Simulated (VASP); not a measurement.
# CuSi12O24 (a cell with a defect) in VASP: single point with PBE0

Aim: the single point of CuSi12O24 (a cell with a defect) with PBE0.

All numbers are computed with VASP 6.6.1; they aren't measurements. Logs are shortened: lines on timing, memory, paths and dates and some standing lists are left out, and cuts for length are marked.

**1. The cell of the first run**

The cell holds a defect, 37 atoms: a = 7.454 Å, b = 7.454 Å, c = 10.042 Å, α = 70.32°, β = 70.32°, γ = 71.37°.

**2. Single point, PBE0, collinear spin**

File POSCAR:

```
CuSi12O24
1.0
   -2.5104095100      4.3481568300      5.5092742100
    5.0208190300      0.0000000000      5.5092742100
    5.0208190300      8.6963136500      0.0000000000
Si O Cu
12 24 1
Direct
    0.3738938800      0.9316033700      0.0382103800
    0.9008533200      0.4269849700      0.2816926700
   -0.0151919700     -0.0022389600      0.2590312000
    0.5000147600      0.4977863500      0.0128725100
    0.0899932900      0.5755260600      0.4493448100
    0.5699752000      0.0811972800      0.2187522300
    0.4041935700      0.9199525200      0.5435004600
    0.9101673300      0.4460005100      0.7775339400
    0.0027253300     -0.0025846600      0.7651194900
    0.4982390000      0.4936167300      0.5061026400
    0.1025000900      0.5742066800      0.9505536200
    0.5966159700      0.0675800900      0.7047388700
    0.0504698300      0.4744492600      0.3447178600
    0.4943117400      0.9790256400      0.1294626800
    0.0779550600      0.8083393400      0.3745555300
    0.5550580600      0.3167168200      0.1505106800
    0.1424229100      0.0223266100      0.0987941500
    0.6733584000      0.5160645800      0.3559126200
    0.3074711600      0.4703477300      0.4747532300
    0.7878912300      0.9641702200      0.2429762000
    0.4232787500      0.6955559900      0.0699880100
    0.9351640100      0.1909166800      0.3164805100
    0.4176801600      0.0494746600      0.3768702800
    0.9411820800      0.5254914600      0.1061261600
    0.0671317100      0.4972278400      0.8303524800
    0.5614125700      0.9559676100      0.6056520600
    0.0826803400      0.8108889800      0.8928772800
    0.5705068200      0.3017358200      0.6305423500
    0.1798798900      0.0052101900      0.6194652000
    0.6878229800      0.5190207300      0.8715212100
    0.3236232000      0.4650452500      0.9687633800
    0.8221944100      0.9704010300      0.7180849000
    0.4440419200      0.6865292000      0.5648816000
    0.9676438300      0.2085188100      0.8015435800
    0.4353122300      0.0346111700      0.8638151400
    0.9242716200      0.5520117500      0.6054756700
    0.7222195100      0.0680305000      0.9593005900
```

File INCAR.step1:

```
SYSTEM = CuSi12O24
PREC     = Accurate       ! precision mode
ENCUT    = 520            ! plane-wave cutoff, eV
EDIFF    = 1E-5           ! SCF threshold, eV
ISMEAR   = -1             ! smearing method
SIGMA    = 0.01           ! smearing width, eV
LREAL    = Auto         
LASPH    = .TRUE.         ! aspherical terms in the spheres
NELM     = 200            ! most SCF steps
ALGO     = Normal         ! electronic algorithm
ISIF     = 2              ! what is computed and relaxed
LWAVE    = .TRUE.         ! write WAVECAR
ISPIN    = 2              ! spin polarisation
MAGMOM   = 0 0 0 0 0 0 0 0 0.01 0 0 0 0 0.06 0 0.02 0 0 0 0.01 0 0 0 0 0 0 0.02 0 0 0 0 0.04 0 0.07 0.01 0 0.14 ! initial moments
LORBIT   = 11             ! projections on sites
NUPDOWN  = 1.0            ! fixed moment
LMAXMIX  = 4              ! l up to which the mixer works
GGA      = PE             ! functional
NBANDS   = 130            ! bands
GGA_COMPAT= .FALSE.
```

File INCAR.step2:

```
SYSTEM = CuSi12O24
PREC     = Accurate       ! precision mode
ENCUT    = 520            ! plane-wave cutoff, eV
EDIFF    = 1E-6           ! SCF threshold, eV
ISMEAR   = -1             ! smearing method
SIGMA    = 0.01           ! smearing width, eV
LREAL    = Auto         
LASPH    = .TRUE.         ! aspherical terms in the spheres
NELM     = 200            ! most SCF steps
ALGO     = Normal         ! electronic algorithm
ISIF     = 2              ! what is computed and relaxed
LWAVE    = .FALSE.        ! write WAVECAR
LCHARG   = .TRUE.         ! write CHGCAR
ISPIN    = 2              ! spin polarisation
MAGMOM   = 0 0 0 0 0 0 0 0 0.01 0 0 0 0 0.06 0 0.02 0 0 0 0.01 0 0 0 0 0 0 0.02 0 0 0 0 0.04 0 0.07 0.01 0 0.14 ! initial moments
LORBIT   = 11             ! projections on sites
NUPDOWN  = 1.0            ! fixed moment
LMAXMIX  = 4              ! l up to which the mixer works
GGA      = PE             ! functional
LHFCALC  = .TRUE.         ! exact exchange
AEXX     = 0.25           ! exact-exchange fraction
PRECFOCK = Fast         
LELF     = .TRUE.         ! ELF
LVHAR    = .TRUE.       
ISTART   = 1            
NBANDS   = 130            ! bands
GGA_COMPAT= .FALSE.
```

File KPOINTS:

```
regular mesh
0
G
  1 1 1
  0 0 0
```

Potentials or basis: VASP PAW PBE potentials, release 64 (Si, O, Cu).

The run is started by

```console
cat potpaw_PBE.64/Si/POTCAR potpaw_PBE.64/O/POTCAR potpaw_PBE.64/Cu/POTCAR > POTCAR
cp INCAR.step1 INCAR
mpirun -np 1 vasp_gam > vasp.out
cp INCAR.step2 INCAR
mpirun -np 1 vasp_gam > vasp.out
```

OUTCAR:

```text
SYSTEM = CuSi12O24
   PREC = Accurate
   ENCUT = 520
   EDIFF = 1E-6
   ISMEAR = -1
   LREAL = Auto
   LASPH = .TRUE.
   NELM = 200
   ISIF = 2
   ISPIN = 2
   LORBIT = 11
   NUPDOWN = 1.0
   GGA = PE
   LHFCALC = .TRUE.
   AEXX = 0.25
   PRECFOCK = Fast
   ISTART = 1

 ion  position               nearest neighbor table
   1  0.374  0.932  0.038-  21 1.62  17 1.62  35 1.63  14 1.66  37 2.86   3 3.01   4 3.14
   2  0.901  0.427  0.282-  18 1.62  22 1.63  13 1.63  24 1.63  10 3.09  11 3.12   3 3.13   5 3.15

   3  0.985  0.998  0.259-  22 1.62  15 1.62  20 1.63  17 1.63   1 3.01   5 3.09   6 3.09   2 3.13

   4  0.500  0.498  0.013-  21 1.62  30 1.63  31 1.63  16 1.63  11 3.07   6 3.09   1 3.14
   5  0.090  0.576  0.449-  19 1.62  13 1.63  15 1.63  36 1.63   8 3.05   3 3.09  10 3.12   2 3.15

   6  0.570  0.081  0.219-  23 1.60  20 1.64  16 1.64  14 1.67  37 2.49   7 3.03   4 3.09   3 3.09

   7  0.404  0.920  0.544-  29 1.60  23 1.61  33 1.62  26 1.63   6 3.03   9 3.08  12 3.11
   8  0.910  0.446  0.778-  36 1.62  25 1.62  30 1.63  34 1.63   5 3.05  11 3.11
   9  0.003  0.997  0.765-  29 1.61  27 1.65  34 1.65  32 1.66  37 2.39  11 3.07   7 3.08  12 3.13

  10  0.498  0.494  0.506-  33 1.62  19 1.63  18 1.63  28 1.63   2 3.09   5 3.12  12 3.14
  11  0.103  0.574  0.951-  25 1.62  24 1.63  31 1.63  27 1.63   4 3.07   9 3.07   8 3.11   2 3.12

  12  0.597  0.068  0.705-  26 1.62  28 1.63  32 1.64  35 1.64   7 3.11   9 3.13  10 3.14
  13  0.050  0.474  0.345-   5 1.63   2 1.63
  14  0.494  0.979  0.129-   1 1.66   6 1.67  37 2.06
  15  0.078  0.808  0.375-   3 1.62   5 1.63
  16  0.555  0.317  0.151-   4 1.63   6 1.64
  17  0.142  0.022  0.099-   1 1.62   3 1.63
  18  0.673  0.516  0.356-   2 1.62  10 1.63
  19  0.307  0.470  0.475-   5 1.62  10 1.63
  20  0.788  0.964  0.243-   3 1.63   6 1.64
[... 11 lines left out ...]
  32  0.822  0.970  0.718-  12 1.64   9 1.66
  33  0.444  0.687  0.565-  10 1.62   7 1.62
  34  0.968  0.209  0.802-   8 1.63   9 1.65  37 2.26
  35  0.435  0.035  0.864-   1 1.63  12 1.64
  36  0.924  0.552  0.605-   8 1.62   5 1.63
  37  0.722  0.068  0.959-  14 2.06  34 2.26   9 2.39   6 2.49   1 2.86

  LATTYP: Found a base centered monoclinic cell.
 ALAT       =    12.1085520629
 B/A-ratio  =     0.7181959996
 C/A-ratio  =     0.8293013073
 COS(beta)  =    -0.4146506542

  Lattice vectors:

 A1 = (   2.5104095100,  -4.3481568300,  -5.5092742100)
 A2 = (  -5.0208190300,   0.0000000000,  -5.5092742100)
 A3 = (   5.0208190300,   8.6963136500,   0.0000000000)

Analysis of symmetry for initial positions (statically):
=====================================================================
 Subroutine PRICEL returns:
 Original cell was already a primitive cell.

 Routine SETGRP: Setting up the symmetry group for a
[... 231 lines left out ...]
  ---------------------------------------------------
  free energy    TOTEN  =      -369.30895214 eV

  energy without entropy =     -369.30895214  energy(sigma->0) =     -369.30895214

 E-fermi :   1.4415     XC(G=0):  -7.1730

 val. band max:        4.4648696324   @ k =   0.0000   0.0000   0.0000
 cond. band min:       6.5727601895   @ k =   0.0000   0.0000   0.0000
 fundamental gap:      2.1078905570
 Fermi energy:         4.7533032119

 spin component 1

 k-point     1 :       0.0000    0.0000    0.0000
  band No.  band energies     occupation
      1     -21.7393      1.00000
      2     -21.2813      1.00000
      3     -21.1749      1.00000
      4     -21.1305      1.00000
      5     -20.7692      1.00000
      6     -20.7344      1.00000
[... 105 lines left out ...]
    112      11.0766      0.00000
    113      11.1786      0.00000
 Fermi energy:         1.4415444321

 spin component 2

 k-point     1 :       0.0000    0.0000    0.0000
  band No.  band energies     occupation
      1     -21.7011      1.00000
      2     -21.2199      1.00000
      3     -21.1545      1.00000
      4     -21.1084      1.00000
      5     -20.7460      1.00000
      6     -20.6934      1.00000
[... 105 lines left out ...]
    112      11.1034      0.00000
    113      11.2077      0.00000
 [bands above 113 left out]

------------------------ aborting loop because EDIFF is reached ----------------------------------------

  FORCE on cell =-STRESS in cart. coord.  units (eV):
  Direction    XX          YY          ZZ          XY          YZ          ZX
  --------------------------------------------------------------------------------------
  -------------------------------------------------------------------------------------
  Total       -8.5021373    -13.1245007     -9.7468421      3.8480441     -2.5036037     -4.4564809
  in kB      -28.3142165    -43.7078282    -32.4593908     12.8149372     -8.3376185    -14.8411816
  external PRESSURE =     -34.8271452 kB  Pullay stress =       0.0000000 kB

 VOLUME and BASIS-vectors are now :
 -----------------------------------------------------------------------------
  energy-cutoff  :      520.00
  volume of cell :      481.10
      direct lattice vectors                 reciprocal lattice vectors
    -2.510409510  4.348156830  5.509274210    -0.099585346  0.057495626  0.090756056
     5.020819030  0.000000000  5.509274210     0.099585346 -0.057495626  0.090756056
     5.020819030  8.696313650  0.000000000     0.049792673  0.086243439 -0.045378028

 POSITION                                       TOTAL-FORCE (eV/Angst)
 -----------------------------------------------------------------------------------
      3.93063      1.95804      7.19234         0.053701      0.038518     -0.009734
      1.29663      6.36674      7.31543         0.006661     -0.021435     -0.016191
      3.83785      6.53472     10.92252        -0.002781      0.022879      0.014952
      1.30868      2.28609      5.49716         0.082624      0.010731      0.040265
      4.91977      4.29895      3.66653        -0.001564      0.026555     -0.003948
      0.07512      4.38068      3.58749         0.163405      0.106894     -0.265752
[... 29 lines left out ...]
      3.49123      9.28428      8.13325        -0.276265      0.260798      0.143024
      3.34498     11.48270      4.35370        -0.029651     -0.001998     -0.032121
 -----------------------------------------------------------------------------------
    total drift:                               -0.021061     -0.008632     -0.001122

  FREE ENERGIE OF THE ION-ELECTRON SYSTEM (eV)
  ---------------------------------------------------
  free  energy   TOTEN  =      -369.3089521440 eV

  energy  without entropy=     -369.3089521440  energy(sigma->0) =     -369.30895214

 total charge

# of ion       s       p       d       tot
------------------------------------------
    1        0.640   0.972   0.000   1.611
    2        0.641   0.982   0.000   1.623
    3        0.647   0.985   0.000   1.632
    4        0.641   0.975   0.000   1.616
    5        0.644   0.981   0.000   1.625
    6        0.642   0.976   0.000   1.618
[... 29 lines left out ...]
   36        1.557   3.704   0.000   5.262
   37        0.444   0.158   9.432  10.033
--------------------------------------------------
tot         45.518 100.864   9.432 155.814

 magnetization (x)

# of ion       s       p       d       tot
------------------------------------------
    1        0.002  -0.000   0.000   0.001
    2        0.001   0.000   0.000   0.001
    3        0.001   0.000   0.000   0.001
    4        0.001  -0.000   0.000   0.001
    5        0.001   0.000   0.000   0.001
    6        0.002   0.000   0.000   0.002
[... 29 lines left out ...]
   36        0.002   0.001   0.000   0.003
   37        0.232   0.007   0.032   0.271
--------------------------------------------------
tot          0.347   0.168   0.032   0.547
```

Run time: 30 min. Hardware: 1 thread of Intel Xeon 8259CL, shared host; peak memory 0.81 GiB.

What came out:

```yaml
Free_energy: -369.3090 eV
Pressure: -3.5 GPa
Largest_force: 0.461 eV/Å
Net_moment: 1.00 μB per cell
Site_moments: Si +0.00, +0.01, -0.00 (each value once); O +0.00, +0.06, +0.02, +0.01, +0.04, +0.07 (each value once); Cu +0.27 μB
Valence_electrons_inside_the_program's_atomic_spheres: Si 1.61, 1.62, 1.63, 1.66 (each value once); O 5.27, 5.24, 5.25, 5.26, 5.29, 5.30, 5.23, 5.28 (each value once); Cu 10.03
```

Forces in eV/Å, atoms in the order of the input:
```
Si   0.054  0.039 -0.010
Si   0.007 -0.021 -0.016
Si  -0.003  0.023  0.015
Si   0.083  0.011  0.040
Si  -0.002  0.027 -0.004
Si   0.163  0.107 -0.266
Si   0.078 -0.083 -0.014
Si  -0.126  0.023 -0.058
Si  -0.041 -0.058  0.199
Si   0.037  0.021  0.002
Si  -0.028 -0.037  0.017
Si  -0.091 -0.019 -0.010
O    0.291 -0.069 -0.101
O    0.192 -0.072  0.062
O   -0.099 -0.281 -0.228
O   -0.302 -0.285 -0.201
O   -0.079  0.431 -0.087
O   -0.100  0.340 -0.116
O    0.262 -0.001  0.199
O    0.283 -0.112  0.237
O   -0.091 -0.271  0.141
O   -0.115 -0.287  0.095
O   -0.337  0.253  0.119
O   -0.186  0.242  0.141
O    0.311  0.011 -0.163
O    0.334 -0.108 -0.095
O   -0.183 -0.291 -0.222
O   -0.150 -0.237 -0.169
O   -0.125  0.341 -0.087
O   -0.079  0.236 -0.149
O    0.324  0.061  0.178
O    0.349  0.049  0.129
O   -0.100 -0.244  0.103
O   -0.027 -0.270  0.130
O   -0.200  0.273  0.076
O   -0.276  0.261  0.143
Cu  -0.030 -0.002 -0.032
```

Stress tensor (GPa, compression positive):
```
-2.83  1.28 -1.48
 1.28 -4.37 -0.83
-1.48 -0.83 -3.25
```

Caveat: the k points lie up to 0.92 Å⁻¹ apart, too coarse for converged energies, forces and pressures; the PAW data sets were made with another functional, which shifts forces and pressure a little; the total moment is fixed, so each spin has its own Fermi level and the state may be an excited one.
